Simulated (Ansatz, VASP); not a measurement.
Two plane-wave programs on Ti

```
CELL_PARAMETERS angstrom
0.00000 2.03000 2.07060
2.03000 0.00000 2.07060
2.03000 2.03000 0.00000
ATOMIC_POSITIONS crystal
Ti 0.00000 0.00000 0.00000
```

Change from the starting cell: zz strain of +2 %, PAW files.

Alike in both runs: task electric field gradients; functional LDA; k mesh 14 × 14 × 14; occupations fermi-dirac, width 0.05 eV; no spin polarisation.

|  | VASP | Ansatz |
| --- | --- | --- |
| version | VASP 6.6.1 | Ansatz 0.2.0 |
| potentials or method | VASP PAW LDA potentials, release 64 (Ti_sv) | PAW with Ansatz's default frozen-core files, scalar-relativistic |
| plane-wave cutoff (eV) | 520 | 420 |
| valence electrons in the cell | 12 | 12 |

```tsv
	VASP	Ansatz	Ansatz less VASP
pressure (GPa)	-7.0	-6.9	+0.10
traceless stress, the component that is largest in VASP (GPa)	-0.34	-0.34	+0.002
size of Vzz on the site where it differs most (V/Å²)	2.4	2.5	+0.11
```

LDA's correlation is that of Perdew and Zunger in VASP and of Perdew and Wang (1992) in Ansatz.
